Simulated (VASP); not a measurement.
A run of VASP 6.6.1:

File INCAR:

```
  PREC = Accurate
  ENCUT = 520
  EDIFF = 1E-6
  ISMEAR = 1
  SIGMA = 0.02
  LREAL = F
  LASPH = T
  NELM = 80
  ALGO = Fast
  ISIF = 2
  LWAVE = F
  LCHARG = F
  NBANDS = 22
```

KPOINTS

```
Automatic mesh
0
Gamma
  18 18 12
```

Contents of POSCAR:

```
Rh
1.0
    2.4578811380      0.0000000000      0.0000000000
   -1.2289405690      2.3650972278      0.0000000000
    0.0000000000      0.0000000000      4.4284890000
Rh
2
Direct
    0.6666666667      0.3333333333      0.7500000000
    0.3333333333      0.6666666667      0.2500000000
```

Potentials or basis: VASP PAW LDA potentials, release 64 (Rh_pv).

Launch:

```bash
$ cat potpaw_LDA.64/Rh_pv/POTCAR > POTCAR
$ mpirun -np 1 vasp_std > vasp.out
```

Hardware: 1 thread of Intel Xeon 8259CL, on a shared host.

Estimate the wall time of this run.

Wall time 7.1 min on 1 thread of Intel Xeon 8259CL, with other jobs on the host, peak memory 0.36 GiB. Counts: scf iterations 12, k points 637.
